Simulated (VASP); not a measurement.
Set up this calculation in VASP 6.6.1, as the native input.

* Task: single point
* Functional: LDA
* Potentials or basis: VASP PAW LDA potentials, release 64 (Mo_sv)
* Cutoff: 520 eV
* k mesh: 18 × 18 × 18
* Occupations: gaussian, width 0.15 eV
* Spin: no spin polarisation
* Dipole correction: no
* Further INCAR settings: ALGO = Normal; EDIFF = 1e-06; NBANDS = 13

The structure of Mo lies in POSCAR:

```
Mo
1.0
    2.7765430532      0.0000000000      0.0000000000
   -1.3882715266      2.4045568187      0.0000000000
    0.0000000000      0.0000000000      2.6318361210
Mo
1
Direct
    0.0000000000      0.0000000000      0.5000000000
```

This cell differs from its parent crystal: strain +0.015 along x and y, +0.030 along z.

The input as run:

INCAR

```
SYSTEM = Mo
PREC = Accurate ; ENCUT = 520
EDIFF = 1E-6 ; ISMEAR = 0
SIGMA = 0.15 ; LREAL = .FALSE.
LASPH = .TRUE. ; NELM = 80
ALGO = Normal ; ISIF = 2
LWAVE = .FALSE. ; LCHARG = .FALSE.
NBANDS = 13
```

KPOINTS

```
Automatic mesh
0
G
  18 18 18
  0 0 0
```

Potentials or basis: VASP PAW LDA potentials, release 64 (Mo_sv).

Run with:

```bash
$ cat potpaw_LDA.64/Mo_sv/POTCAR > POTCAR
$ mpirun -np 1 vasp_std > vasp.out
```

It gave:

```json
{"Pressure": "-17.8 GPa", "Band gap on the k mesh": "zero (band 7 reaches 11.32 eV, above the bottom of band 8 at 9.74 eV)"}
```

Caveat: the cell differs from its parent crystal (strain +0.015 along x and y, +0.030 along z).

It took 19 s on 1 thread of Intel(R) Xeon(R) 6975P-C (Granite Rapids), on a shared host, peak memory 0.18 GiB.
